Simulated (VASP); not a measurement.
Here is a VASP 6.6.1 calculation.

The input INCAR:

```
PREC = Accurate
ENCUT = 700
EDIFF = 1E-6
ISMEAR = 0
SIGMA = 0.05
LREAL = False
LASPH = True
NELM = 120
ALGO = Normal
ISIF = 2
LWAVE = False
LCHARG = True
GGA = PS
LELF = True
LVHAR = True
NBANDS = 24
GGA_COMPAT = False
```

KPOINTS

```
Automatic mesh
0
Gamma
  8 8 8
```

The input POSCAR:

```
CdF2
1.0
    0.0000000000      2.5063851894      2.6088963436
    2.5063851894      0.0000000000      2.6088963436
    2.5063851894      2.5063851894      0.0000000000
Cd F
1 2
Direct
    0.0000000000      0.0000000000      0.0000000000
    0.2500000000      0.2500000000      0.2500000000
    0.7500000000      0.7500000000      0.7500000000
```

Potentials or basis: VASP PAW PBE potentials, release 64 (Cd_sv_GW, F).

The run is started by

```console
$ cat potpaw_PBE.64/Cd_sv_GW/POTCAR potpaw_PBE.64/F/POTCAR > POTCAR
$ mpirun -np 1 vasp_std > vasp.out
```

**Question.** Predict the pressure.

**Answer.** 28.4 GPa.

**Question.** Predict the band gap on the k mesh.

**Answer.** 3.51 eV (least direct gap 3.65 eV).

Stress tensor (GPa, compression positive):
```
29.99  0.00  0.00
 0.00 29.99  0.00
 0.00  0.00 25.29
```

Caveat: the cell stands under pressure; the PAW data sets were made with another functional, which shifts forces and pressure a little. A k mesh can miss the band edges.
